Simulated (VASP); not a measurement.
HfBe2Si2:

```
CELL_PARAMETERS angstrom
3.91732 0.00000 0.00000
0.00000 3.91732 0.00000
0.00000 0.00000 4.31516
ATOMIC_POSITIONS crystal
Hf 0.00000 0.00000 0.50000
Be 0.50000 0.50000 0.50000
Be 0.00000 0.00000 0.00000
Si 0.00000 0.50000 0.50000
Si 0.50000 0.00000 0.50000
```

* Program: VASP 6.6.1
* Task: relaxation of cell and atoms
* Functional: PBE
* Potentials or basis: VASP PAW PBE potentials, release 64 (Hf_pv, Be, Si)
* Cutoff: 600 eV
* k mesh: 4 × 4 × 4
* Occupations: gaussian, width 0.1 eV
* Spin: no spin polarisation

At the start: pressure 96.9 GPa; volume 13.24 Å³/atom.

Q: Where does the relaxation end?

A: Over 9 steps the energy falls by 2404.6 meV/atom and the volume is 25.40 Å³/atom (+91.8 %); space group P4/mmm (No. 123, to 0.05 Å).

Step by step:
| step | energy change (eV) | largest force (eV/Å) | pressure (GPa) | volume (Å³) |
| --- | --- | --- | --- | --- |
| 1 | 0.0000 | 0.0000 | 96.89 | 66.22 |
| 2 | -8.4901 | 0.0000 | -7.63 | 169.66 |
| 3 | -11.5823 | 0.0000 | 3.44 | 112.79 |
| 4 | -11.6002 | 0.0000 | 2.29 | 114.48 |
| 5 | -11.9083 | 0.0000 | 1.03 | 121.09 |
| 6 | -12.0005 | 0.0000 | -1.00 | 131.98 |
| 7 | -12.0202 | 0.0000 | -0.52 | 128.87 |
| 8 | -12.0204 | 0.0000 | -0.47 | 128.58 |
| 9 | -12.0228 | 0.0000 | 0.15 | 126.98 |

Final structure:
```xyz
5
Lattice="4.9993 0.0000 0.0000 0.0000 4.9993 0.0000 0.0000 0.0000 5.0804" Properties=species:S:1:pos:R:3 pbc="T T T"
Hf    0.0000    0.0000    2.5402
Be    2.4997    2.4997    2.5402
Be    0.0000    0.0000    0.0000
Si    4.9993    2.4997    2.5402
Si    2.4997    4.9993    2.5402
```

Caveat: the k points lie up to 0.31 Å⁻¹ apart in the final cell; the volume moved by over 15 % at a fixed basis, so the end points are rough.
